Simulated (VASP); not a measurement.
# Al32C (a cell with a defect) in VASP: single point with PBE

Aim: the single point of Al32C (a cell with a defect) with PBE.

Program: VASP 6.6.1. These are calculated values, not measurements. Logs are shortened: lines on timing, memory, paths and dates and some standing lists are left out, and cuts for length are marked.

**1. The cell of the first run**

The cell holds a defect, 33 atoms: a = 8.100 Å, b = 8.100 Å, c = 8.100 Å, α = 90.00°, β = 90.00°, γ = 90.00°.

**2. Single point, PBE**

Input file INCAR:

```
PREC = Accurate
ENCUT = 520
EDIFF = 1E-6
ISMEAR = 0
SIGMA = 0.1
LREAL = Auto
LASPH = T
NELM = 120
ALGO = Normal
ISIF = 2
LWAVE = F
LCHARG = T
GGA = PE
LELF = T
LVHAR = T
NBANDS = 72
GGA_COMPAT = F
```

Input file KPOINTS:

```
regular mesh
0
Gamma
  3 3 3
```

Input file POSCAR:

```
Al32C
1.0
    8.1000000000      0.0000000000      0.0000000000
    0.0000000000      8.1000000000      0.0000000000
    0.0000000000      0.0000000000      8.1000000000
Al C
32 1
Direct
    0.4906511111      0.0105854321     -0.0362218519
    0.7539743210      0.2553246914     -0.0054959259
    0.7745306173      0.0094483951      0.2596877778
    0.0005675309     -0.0009403704     -0.0028741975
    0.2464634568      0.2511670370     -0.0003614815
    0.4977576543      0.4969569136     -0.0052943210
    0.7379911111      0.7580891358      0.0080913580
    0.2645450617     -0.0069818519      0.2432165432
    0.5027807407      0.2468260494      0.2468748148
    0.7553128395      0.4971158025      0.2500175309
    0.5025735802     -0.0030853086      0.4978088889
    0.7491420988      0.2515051852      0.5016349383
    0.7554539506     -0.0000720988      0.7473154321
   -0.0031359259      0.5004141975     -0.0016854321
    0.2420669136      0.7427561728     -0.0070658025
    0.0051822222      0.2504279012      0.2486453086
    0.2431674074      0.4939251852      0.2486623457
    0.4906967901      0.7141850617      0.2608434568
    0.0053155556     -0.0015103704      0.5005872840
    0.2520767901      0.2452956790      0.4954440741
    0.4994572840      0.4929706173      0.5045839506
    0.7539301235      0.7444169136      0.5055134568
    0.2429482716     -0.0014604938      0.7441771605
    0.4994381481      0.2546996296      0.7433095062
    0.7498255556      0.5010593827      0.7511166667
    0.0006150617      0.7468370370      0.2492007407
    0.0004387654      0.4975154321      0.5010614815
    0.2464429630      0.7494766667      0.5013486420
    0.0004792593      0.2509408642      0.7476400000
    0.2463709877      0.4968188889      0.7469649383
    0.4977314815      0.7443001235      0.7471064198
   -0.0031777778      0.7481465432      0.7505280247
    0.5559303704      0.9339325926      0.1835165432
```

Potentials or basis: VASP PAW PBE potentials, release 64 (Al, C).

Launch:

```bash
$ cat potpaw_PBE.64/Al/POTCAR potpaw_PBE.64/C/POTCAR > POTCAR
$ mpirun -np 1 vasp_std > vasp.out
```

OUTCAR:

```text
PREC = Accurate
   ENCUT = 520
   EDIFF = 1E-6
   ISMEAR = 0
   LREAL = Auto
   LASPH = T
   NELM = 120
   ISIF = 2
   GGA = PE

 ion  position               nearest neighbor table
   1  0.491  0.011  0.964-  33 1.96  24 2.67  23 2.68  13 2.77  31 2.78   5 2.79   7 2.89   8 2.92
                             2 2.92  15 2.97   9 2.99   3 3.32
   2  0.754  0.255  0.995-  14 2.80  25 2.80  29 2.83  10 2.85   6 2.85  13 2.88   4 2.88   9 2.89
                            16 2.89  24 2.90   1 2.92   3 2.93
   3  0.775  0.009  0.260-  33 1.97  16 2.70  19 2.70  12 2.78   4 2.81  26 2.81   7 2.90   9 2.92
                            11 2.93  22 2.93   2 2.93  18 3.32   1 3.32
   4  0.001  0.999  0.997-   3 2.81  13 2.83  23 2.84  32 2.85   5 2.85  15 2.85  29 2.87  16 2.88
                             2 2.88   7 2.89  26 2.89   8 2.92
   5  0.246  0.251  1.000-   1 2.79  16 2.81  17 2.82   6 2.85  29 2.85   4 2.85  30 2.85  14 2.86
                             8 2.88   9 2.88  23 2.91  24 2.92
   6  0.498  0.497  0.995-  18 2.78  24 2.83  31 2.83  25 2.84   5 2.85   2 2.85  30 2.86  15 2.87
                             7 2.88   9 2.88  17 2.91  10 2.94
   7  0.738  0.758  0.008-  33 2.49  31 2.88   6 2.88  13 2.88   1 2.89  10 2.89  18 2.89   4 2.89
                            26 2.89   3 2.90  25 2.95  32 2.96  14 2.96
   8  0.265  0.993  0.243-  33 2.46   9 2.82  11 2.82  15 2.87  28 2.88   5 2.88  20 2.89  18 2.91
                             1 2.92   4 2.92  26 2.92  19 2.96  16 2.96
   9  0.503  0.247  0.247-  33 2.62   8 2.82  20 2.86  11 2.87  12 2.87   6 2.88  10 2.88   5 2.88
[... 32 lines left out ...]
                            12 2.86  27 2.87  29 2.87   7 2.95
  26  0.001  0.747  0.249-   3 2.81  10 2.84  17 2.84  14 2.85  15 2.85  28 2.85  27 2.87  19 2.88
                            22 2.88   4 2.89   7 2.89   8 2.92
  27  0.000  0.498  0.501-  30 2.82  29 2.82  22 2.83  17 2.84  10 2.84  12 2.85  28 2.85  16 2.86
                            32 2.86  25 2.87  26 2.87  20 2.89
  28  0.246  0.749  0.501-  18 2.79  19 2.81  23 2.82  31 2.85  27 2.85  26 2.85  30 2.85  32 2.86
                             8 2.88  11 2.88  17 2.91  21 2.92
  29  0.000  0.251  0.748-  30 2.82  27 2.82   2 2.83  23 2.84  13 2.84  12 2.85   5 2.85  19 2.86
                            14 2.86  25 2.87   4 2.87  20 2.89
  30  0.246  0.497  0.747-  29 2.82  27 2.82  15 2.82  24 2.84  21 2.84  28 2.85   5 2.85  31 2.86
                             6 2.86  14 2.87  32 2.87  20 2.88
  31  0.498  0.744  0.747-   1 2.78  21 2.83   6 2.83  25 2.84  28 2.85  22 2.85  30 2.86  15 2.87
                            11 2.88   7 2.88  23 2.92  13 2.94
  32  0.997  0.748  0.751-  15 2.79  22 2.79  13 2.83  25 2.83  14 2.84  23 2.84   4 2.85  28 2.86
                            27 2.86  19 2.87  30 2.87   7 2.96
  33  0.556  0.934  0.184-   1 1.96  18 1.96   3 1.97   8 2.46   7 2.49   9 2.62  11 2.63

  LATTYP: Found a simple cubic cell.
 ALAT       =     8.1000000000

  Lattice vectors:

 A1 = (   8.1000000000,   0.0000000000,   0.0000000000)
 A2 = (   0.0000000000,   8.1000000000,   0.0000000000)
 A3 = (   0.0000000000,   0.0000000000,   8.1000000000)

Analysis of symmetry for initial positions (statically):
=====================================================================
 Subroutine PRICEL returns:
 Original cell was already a primitive cell.

 Routine SETGRP: Setting up the symmetry group for a
 simple cubic supercell.

 Subroutine GETGRP returns: Found  1 space group operations
 (whereof  1 operations were pure point group operations)
 out of a pool of 48 trial point group operations.

The static configuration has the point symmetry C_1 .

Analysis of symmetry for dynamics (positions and initial velocities):
=====================================================================
 Subroutine PRICEL returns:
 Original cell was already a primitive cell.

 Routine SETGRP: Setting up the symmetry group for a
 simple cubic supercell.

 Subroutine GETGRP returns: Found  1 space group operations
 (whereof  1 operations were pure point group operations)
 out of a pool of 48 trial point group operations.

The dynamic configuration has the point symmetry C_1 .

 Subroutine INISYM returns: Found  1 space group operations
 (whereof  1 operations are pure point group operations),
 and found     1 'primitive' translations

----------------------------------------------------------------------------------------

                                     Primitive cell

  volume of cell :     531.4410

  direct lattice vectors                    reciprocal lattice vectors
[... 91 lines left out ...]
     0.000000000  0.000000000  0.041152263     0.000000000  0.000000000  0.333333333

  Length of vectors
     0.041152263  0.041152263  0.041152263

  Shift w.r.t. Gamma in fractional coordinates (k-lattice)
     0.000000000  0.000000000  0.000000000

 Subroutine IBZKPT returns following result:
 ===========================================

 Found     14 irreducible k-points:

 Following reciprocal coordinates:
            Coordinates               Weight
  0.000000  0.000000  0.000000      1.000000
  0.333333  0.000000  0.000000      2.000000
  0.000000  0.333333  0.000000      2.000000
  0.000000  0.000000  0.333333      2.000000
  0.333333  0.333333  0.000000      2.000000
  0.000000  0.333333  0.333333      2.000000
  0.333333  0.000000  0.333333      2.000000
 -0.333333  0.333333  0.000000      2.000000
 -0.333333  0.000000  0.333333      2.000000
  0.000000 -0.333333  0.333333      2.000000
  0.333333  0.333333  0.333333      2.000000
 -0.333333  0.333333  0.333333      2.000000
 -0.333333 -0.333333  0.333333      2.000000
  0.333333 -0.333333  0.333333      2.000000
   k-points           NKPTS =     14   k-points in BZ     NKDIM =     14   number of bands    NBANDS=     72
   number of dos      NEDOS =    301   number of ions     NIONS =     33
   total plane-waves  NPLWV = 216000
   dimension x,y,z NGX =    60 NGY =   60 NGZ =   60
   dimension x,y,z NGXF=   120 NGYF=  120 NGZF=  120
   ions per type =              32   1
   NGX,Y,Z   is equivalent  to a cutoff of  12.31, 12.31, 12.31 a.u.
   NGXF,Y,Z  is equivalent  to a cutoff of  24.63, 24.63, 24.63 a.u.
 SYSTEM =  unknown system
   PREC   = accura    normal or accurate (medium, high low for compatibility)
   ISTART =      0    job   : 0-new  1-cont  2-samecut
   ICHARG =      2    charge: 1-file 2-atom 10-const
   ISPIN  =      1    spin polarized calculation?
   LNONCOLLINEAR =      F non collinear calculations
   LSORBIT =      F    spin-orbit coupling
   LASPH  =      T    aspherical Exc in radial PAW
   ENCUT  =  520.0 eV  38.22 Ry    6.18 a.u.  15.06 15.06 15.06*2*pi/ulx,y,z
   NELM   =    120;   NELMIN=  2; NELMDL= -5     # of ELM steps
   EDIFF  = 0.1E-05   stopping-criterion for ELM
   LREAL  =      T    real-space projection
   EDIFFG = 0.1E-04   stopping-criterion for IOM
   NSW    =      0    number of steps for IOM
   IBRION =     -1    ionic relax: 0-MD 1-quasi-New 2-CG
   NFREE  =      0    steps in history (QN), initial steepest desc. (CG)
   ISIF   =      2    stress and relaxation
   ISYM   =      2    0-nonsym 1-usesym 2-fastsym
   POTIM  = 0.5000    time-step for ionic-motion
   TEBEG  =    0.0;   TEEND  =   0.0 temperature during run
   PSTRESS=    0.0 pullay stress
   NELECT =     100.0000    total number of electrons
   NUPDOWN=      -1.0000    fix difference up-down
   EMIN   =  10.00;   EMAX   =-10.00  energy-range for DOS
   EFERMI =   0.00;   METHOD = LEGACY
   ISMEAR =     0;   SIGMA  =   0.10  broadening in eV -4-tet -1-fermi 0-gaus
   EFERMI_NEDOS =   21; number of points for ismear=-14 and -15
   IALGO  =     38    algorithm
   IMIX   =      4    mixing-type and parameters
     AMIX     =   0.40;   BMIX     =  1.00
     AMIX_MAG =   1.60;   BMIX_MAG =  1.00
  volume/ion in A,a.u.               =      16.10       108.68
  Fermi-wavevector in a.u.,A,eV,Ry     =   0.938116  1.772782 11.973962  0.880061
  Thomas-Fermi vector in A             =   2.065295
   LORBIT       =      0    0 simple, 1 ext, 2 COOP (PROOUT), +10 PAW based schemes
   GGA     = PE    functional components
   LHFCALC =     F    Hartree Fock is set to
   AEXX    =    0.0000 exact exchange contribution
   IVDW    =     0    specifies the selected vdW correction
   LEPSILON=     F    determine dielectric tensor
   LRPA    =     F    only Hartree local field effects (RPA)
 non-spin polarized calculation
 Gauss-broadening in eV      SIGMA  =   0.10
  energy-cutoff  :      520.00
  volume of cell :      531.44
 maximum number of plane-waves:     14358
   NGX = 31   NGY = 31   NGZ = 31

 number of electron     100.0000000 magnetization

 Free energy of the ion-electron system (eV)
  ---------------------------------------------------
  ext. energy  EPLUGINS =         0.00000000
  ---------------------------------------------------
  free energy    TOTEN  =      -127.47739367 eV

  energy without entropy =     -127.41289749  energy(sigma->0) =     -127.44514558

 E-fermi :   7.9874     XC(G=0): -10.2417

 val. band max:        7.9306911256   @ k =   0.3333   0.0000   0.0000
 cond. band min:       7.9913905974   @ k =   0.0000   0.3333   0.3333
 fundamental gap:      0.0606994718
 Fermi energy:         7.9873941902

 k-point     1 :       0.0000    0.0000    0.0000
  band No.  band energies     occupation
      1      -4.3468      2.00000
      2      -2.6631      2.00000
      3      -0.9552      2.00000
      4      -0.9466      2.00000
      5      -0.8962      2.00000
      6      -0.8692      2.00000
[... 899 lines left out ...]
     61       9.7228      0.00000
     62       9.8330      0.00000
 [bands above 62 left out]

------------------------ aborting loop because EDIFF is reached ----------------------------------------

  FORCE on cell =-STRESS in cart. coord.  units (eV):
  Direction    XX          YY          ZZ          XY          YZ          ZX
  --------------------------------------------------------------------------------------
  -------------------------------------------------------------------------------------
  Total        1.8378429      3.3282707      3.4359663      1.9699301     -1.9415845      1.9677871
  in kB        5.5406909     10.0340018     10.3586801      5.9389045     -5.8534487      5.9324438
  external PRESSURE =       8.6444576 kB  Pullay stress =       0.0000000 kB

 VOLUME and BASIS-vectors are now :
 -----------------------------------------------------------------------------
  energy-cutoff  :      520.00
  volume of cell :      531.44
      direct lattice vectors                 reciprocal lattice vectors
     8.100000000  0.000000000  0.000000000     0.123456790  0.000000000  0.000000000
     0.000000000  8.100000000  0.000000000     0.000000000  0.123456790  0.000000000
     0.000000000  0.000000000  8.100000000     0.000000000  0.000000000  0.123456790

 POSITION                                       TOTAL-FORCE (eV/Angst)
 -----------------------------------------------------------------------------------
      3.97427      0.08574      7.80660         0.019123     -0.026782     -0.022594
      6.10719      2.06813      8.05548         0.008810      0.005409     -0.007566
      6.27370      0.07653      2.10347         0.043618     -0.022982     -0.015846
      0.00460      8.09238      8.07672         0.003263     -0.008863     -0.009864
      1.99635      2.03445      8.09707        -0.000223     -0.001505     -0.003391
      4.03184      4.02535      8.05712         0.009976      0.002304     -0.001541
[... 25 lines left out ...]
      8.07426      6.05999      6.07928         0.002840     -0.007111     -0.004368
      4.50304      7.56485      1.48648        -0.151593      0.126305      0.138378
 -----------------------------------------------------------------------------------
    total drift:                               -0.015441      0.014512      0.020290

  FREE ENERGIE OF THE ION-ELECTRON SYSTEM (eV)
  ---------------------------------------------------
  free  energy   TOTEN  =      -127.4773936686 eV

  energy  without entropy=     -127.4128974927  energy(sigma->0) =     -127.44514558
```

Wall time 11 min (1 thread of Intel Xeon Platinum 8259CL at 2.50GHz (Skylake/Cascade Lake), shared host); peak memory 0.66 GiB.

Results:

* Free energy: -127.4774 eV
* Pressure: 0.9 GPa
* Largest force: 0.241 eV/Å
* Band gap on the k mesh: zero (bands 50 and 51 overlap by 0.33 eV)

Forces on the atoms (eV/Å):
```
Al   0.019 -0.027 -0.023
Al   0.009  0.005 -0.008
Al   0.044 -0.023 -0.016
Al   0.003 -0.009 -0.010
Al   0.000 -0.002 -0.003
Al   0.010  0.002 -0.002
Al  -0.026  0.025  0.027
Al  -0.006 -0.003 -0.003
Al   0.007 -0.018 -0.009
Al  -0.001 -0.001 -0.009
Al   0.011 -0.013 -0.022
Al   0.002 -0.001  0.001
Al   0.003 -0.008 -0.005
Al   0.001 -0.006 -0.009
Al   0.010  0.003  0.003
Al   0.005  0.007 -0.004
Al   0.001 -0.004  0.000
Al   0.022 -0.017 -0.027
Al   0.000 -0.005  0.004
Al  -0.001 -0.001 -0.003
Al   0.004  0.001  0.003
Al   0.007 -0.006  0.000
Al  -0.001 -0.002 -0.004
Al   0.005  0.005 -0.003
Al   0.005 -0.003  0.001
Al   0.001 -0.007 -0.007
Al   0.001 -0.006 -0.005
Al   0.003 -0.004 -0.003
Al   0.000 -0.003 -0.005
Al   0.004  0.002  0.002
Al   0.007 -0.002  0.000
Al   0.003 -0.007 -0.004
C   -0.152  0.126  0.138
```

The gap in the log of VASP goes by the Fermi energy; the results here count the filled bands.